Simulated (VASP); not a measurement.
# Si (Fd-3m) in VASP: vibrations by perturbation theory with LDA

Aim: the vibrations by perturbation theory of Si with LDA.

Program: VASP 6.6.1. These are calculated values, not measurements. Logs are shortened: lines on timing, memory, paths and dates and some standing lists are left out, and cuts for length are marked.

## Step 1: The cell of the first run

The structure is cubic, space group Fd-3m (No. 227). Conventional cell: a = 5.402 Å, b = 5.402 Å, c = 5.402 Å, α = 90.00°, β = 90.00°, γ = 90.00°. Si (site symmetry -43m) has 4 Si at 2.34 Å within 3.1 Å.

## Step 2: Vibrations by perturbation theory, LDA

The input, INCAR:

```
ALGO = Normal
EDIFF = 1E-8
ENCUT = 520
IBRION = 8
ISIF = 2
ISMEAR = 0
LASPH = T
LCHARG = F
LEPSILON = T
LREAL = F
LWAVE = F
NELM = 80
NSW = 1
PREC = Accurate
SIGMA = 0.01
```

The input, KPOINTS:

```
k-points
0
Gamma
  10 10 10
```

The input, POSCAR:

```
Si
1.0
    0.0000000000      2.7008305081      2.7008305081
    2.7008305081      0.0000000000      2.7008305081
    2.7008305081      2.7008305081      0.0000000000
Si
2
Direct
    0.5000000000      0.5000000000      0.5000000000
    0.7500000000      0.7500000000      0.7500000000
```

Potentials or basis: VASP PAW LDA potentials, release 64 (Si).

Launch:

```bash
$ cat potpaw_LDA.64/Si/POTCAR > POTCAR
$ mpirun -np 1 vasp_std > vasp.out
```

OUTCAR:

```text
EDIFF = 1E-8
   ENCUT = 520
   IBRION = 8
   ISIF = 2
   ISMEAR = 0
   LASPH = T
   LEPSILON = T
   LREAL = F
   NELM = 80
   NSW = 1
   PREC = Accurate

 ion  position               nearest neighbor table
   1  0.500  0.500  0.500-   2 2.34   2 2.34   2 2.34   2 2.34
   2  0.750  0.750  0.750-   1 2.34   1 2.34   1 2.34   1 2.34

  LATTYP: Found a face centered cubic cell.
 ALAT       =     5.4016610162

  Lattice vectors:

 A1 = (   0.0000000000,   2.7008305081,   2.7008305081)
 A2 = (   2.7008305081,   0.0000000000,   2.7008305081)
 A3 = (   2.7008305081,   2.7008305081,   0.0000000000)

Analysis of symmetry for initial positions (statically):
=====================================================================
 Subroutine PRICEL returns:
 Original cell was already a primitive cell.

 Routine SETGRP: Setting up the symmetry group for a
 face centered cubic supercell.

 Subroutine GETGRP returns: Found 48 space group operations
 (whereof 24 operations were pure point group operations)
 out of a pool of 48 trial point group operations.

The static configuration has the point symmetry T_d .
 The point group associated with its full space group is O_h .

Analysis of symmetry for dynamics (positions and initial velocities):
=====================================================================
 Subroutine PRICEL returns:
 Original cell was already a primitive cell.

 Routine SETGRP: Setting up the symmetry group for a
 face centered cubic supercell.

 Subroutine GETGRP returns: Found 48 space group operations
 (whereof 24 operations were pure point group operations)
 out of a pool of 48 trial point group operations.

The dynamic configuration has the point symmetry T_d .
 The point group associated with its full space group is O_h .

 Subroutine INISYM returns: Found 48 space group operations
 (whereof 24 operations are pure point group operations),
 and found     1 'primitive' translations

----------------------------------------------------------------------------------------

                                     Primitive cell

  volume of cell :      39.4023

  direct lattice vectors                    reciprocal lattice vectors
     0.000000000  2.700830508  2.700830508    -0.185128241  0.185128241  0.185128241
     2.700830508  0.000000000  2.700830508     0.185128241 -0.185128241  0.185128241
     2.700830508  2.700830508  0.000000000     0.185128241  0.185128241 -0.185128241

  length of vectors
     3.819551134  3.819551134  3.819551134     0.320651519  0.320651519  0.320651519

  position of ions in fractional coordinates (direct lattice)
     0.500000000  0.500000000  0.500000000
     0.750000000  0.750000000  0.750000000

  ion indices of the primitive-cell ions
   primitive index   ion index
                 1           1
                 2           2

----------------------------------------------------------------------------------------

 KPOINTS: k-points

Automatic generation of k-mesh.
 Grid dimensions read from file:
 generate k-points for:   10   10   10
[... 408 lines left out ...]

 HEAD OF MICROSCOPIC STATIC DIELECTRIC TENSOR (INDEPENDENT PARTICLE, excluding Hartree and local field effects)
 ------------------------------------------------------
          14.520696     0.000000     0.000000
          -0.000000    14.520696    -0.000000
           0.000000     0.000000    14.520696
 ------------------------------------------------------

 Free energy of the ion-electron system (eV)
  ---------------------------------------------------
  ---------------------------------------------------
  free energy    TOTEN  =        -1.46700761 eV

  energy without entropy =       -1.46700761

------------------------ aborting loop because EDIFF is reached ----------------------------------------

--------------------------------------- Ionic step        2  -------------------------------------------

------------------------ aborting loop because EDIFF is reached ----------------------------------------

--------------------------------------- Ionic step        3  -------------------------------------------

------------------------ aborting loop because EDIFF is reached ----------------------------------------

 PIEZOELECTRIC TENSOR FIELD DIRECTION 3  (e Angst)
 -----------------------------------------------------------------------------
     0.00188 -0.00000  0.00000           (  0.00001 -0.00000  0.00000)
     0.00000  0.00188  0.00000           ( -0.00000  0.00001  0.00000)
     0.00000  0.00000 -0.00810           (  0.00000  0.00000  0.00000)

 PIEZOELECTRIC TENSOR FIELD DIRECTION 3  (C/m^2)
 -----------------------------------------------------------------------------
     0.00077 -0.00000  0.00000
     0.00000  0.00077  0.00000
     0.00000  0.00000 -0.00329

--------------------------------------- Ionic step        4  -------------------------------------------

 Free energy of the ion-electron system (eV)
  ---------------------------------------------------
  ---------------------------------------------------
  free energy    TOTEN  =        -0.01772591 eV

  energy without entropy =       -0.01772591

------------------------ aborting loop because EDIFF is reached ----------------------------------------

 INTERNAL STRAIN TENSOR  FOR ION    1  DIRECTION 1   (eV/Angst):
 -----------------------------------------------------------------------------
    -0.00891  0.00000  0.00000
     0.00000  0.00536  9.65396
     0.00000  9.65396  0.00536

 MACROSCOPIC STATIC DIELECTRIC TENSOR (including local field effects in DFT)
 ------------------------------------------------------
          13.722128    -0.000000    -0.000000
          -0.000000    13.722128     0.000000
           0.000000     0.000000    13.722128
 ------------------------------------------------------

 PIEZOELECTRIC TENSOR (including local field effects)  for field in x, y, z        (e  Angst)
          XX          YY          ZZ          XY          YZ          ZX
  --------------------------------------------------------------------------------
  x    -0.00000     0.00000    -0.00000     0.00000    -0.00000     0.00000
  y     0.00000     0.00000    -0.00000     0.00000     0.00000     0.00000
  z     0.00000     0.00000     0.00000     0.00000     0.00000     0.00000

 PIEZOELECTRIC TENSOR (including local field effects)  for field in x, y, z        (C/m^2)
          XX          YY          ZZ          XY          YZ          ZX
  --------------------------------------------------------------------------------
  x    -0.00000     0.00000    -0.00000     0.00000    -0.00000     0.00000
  y     0.00000     0.00000    -0.00000     0.00000     0.00000     0.00000
  z     0.00000     0.00000     0.00000     0.00000     0.00000     0.00000

 BORN EFFECTIVE CHARGES (including local field effects) (in |e|, cummulative output)
 ---------------------------------------------------------------------------------
 ion    1
    1     0.00000    -0.00000    -0.00000
    2     0.00000     0.00000    -0.00000
    3     0.00000     0.00000     0.00000
 ion    2
    1    -0.00000     0.00000     0.00000
    2    -0.00000    -0.00000     0.00000
    3    -0.00000    -0.00000    -0.00000

 INTERNAL STRAIN TENSOR FOR ION    2 for displacements in x,y,z  (eV/Angst):
          X           Y           Z          XY          YZ          ZX
  --------------------------------------------------------------------------------
  x    -0.00000    -0.00000    -0.00000     0.00000    -9.65396     0.00000
  y    -0.00000     0.00000    -0.00000     0.00000     0.00000    -9.65396
  z    -0.00000    -0.00000    -0.00000    -9.65396     0.00000     0.00000

 SECOND DERIVATIVES (NOT SYMMETRIZED)
 ------------------------------------
               1X          1Y          1Z          2X          2Y          2Z
  1X   -13.604319    0.000000    0.000000   13.604319    0.000000    0.000000
  1Y     0.000000  -13.604319    0.000000    0.000000   13.604319    0.000000
  1Z     0.000000    0.000000  -13.604319    0.000000    0.000000   13.604319
  2X    13.604319    0.000000    0.000000  -13.604319    0.000000    0.000000
  2Y     0.000000   13.604319    0.000000    0.000000  -13.604319    0.000000
  2Z     0.000000    0.000000   13.604319    0.000000    0.000000  -13.604319

 Eigenvectors and eigenvalues of the dynamical matrix
 ----------------------------------------------------

   1 f  =   15.387459 THz    96.682257 2PiTHz  513.270387 cm-1    63.637389 meV
             X         Y         Z           dx          dy          dz
      2.700831  2.700831  2.700831     0.000000   -0.707107    0.000000
      4.051246  4.051246  4.051246     0.000000    0.707107    0.000000
[... 21 lines left out ...]
   6 f  =    0.000000 THz     0.000000 2PiTHz    0.000000 cm-1     0.000000 meV
             X         Y         Z           dx          dy          dz
      2.700831  2.700831  2.700831     0.000000    0.000000    0.707107
      4.051246  4.051246  4.051246     0.000000    0.000000    0.707107

--------------------------------------------------------------------------------------------------------

 MACROSCOPIC STATIC DIELECTRIC TENSOR IONIC CONTRIBUTION
 ------------------------------------------------------
           0.000000     0.000000    -0.000000
           0.000000     0.000000     0.000000
          -0.000000     0.000000     0.000000
 ------------------------------------------------------

 ELASTIC MODULI CONTR FROM IONIC RELAXATION (kBar)
 Direction    XX          YY          ZZ          XY          YZ          ZX
 --------------------------------------------------------------------------------
 XX          -0.0000     -0.0000     -0.0000     -0.0000     -0.0000     -0.0000
 YY          -0.0000     -0.0000     -0.0000     -0.0000     -0.0000      0.0000
 ZZ          -0.0000     -0.0000     -0.0000     -0.0000     -0.0000     -0.0000
 XY          -0.0000     -0.0000     -0.0000   -278.5627      0.0000      0.0000
 YZ          -0.0000     -0.0000     -0.0000      0.0000   -278.5627      0.0000
 ZX          -0.0000      0.0000     -0.0000      0.0000      0.0000   -278.5627
 --------------------------------------------------------------------------------

 PIEZOELECTRIC TENSOR IONIC CONTR  for field in x, y, z        (C/m^2)
          XX          YY          ZZ          XY          YZ          ZX
  --------------------------------------------------------------------------------
  x     0.00000     0.00000     0.00000    -0.00000     0.00000    -0.00000
  y     0.00000    -0.00000     0.00000    -0.00000     0.00000     0.00000
  z     0.00000     0.00000     0.00000     0.00000     0.00000     0.00000
```

It took 7 min on 1 thread of AMD EPYC 7R13, shared host; peak memory 0.21 GiB.

Results:

| Property | Result |
| --- | --- |
| Electronic dielectric tensor (diagonal) | 13.72 |
| Born charges (mean of the diagonal) | Si +0.00 e |
| Highest phonon frequency at Γ | 513 cm⁻¹ |

Phonon frequencies in cm⁻¹ (negative: imaginary):
```tsv
q point	frequencies
(0.000, 0.000, 0.000)	0 0 0 513 513 513
```

Electronic dielectric tensor:
```
13.72  0.00  0.00
 0.00 13.72  0.00
 0.00  0.00 13.72
```

Born effective charge tensors (e):
atom 1, Si
```
0.00 0.00 0.00
0.00 0.00 0.00
0.00 0.00 0.00
```
atom 2, Si
```
0.00 0.00 0.00
0.00 0.00 0.00
0.00 0.00 0.00
```
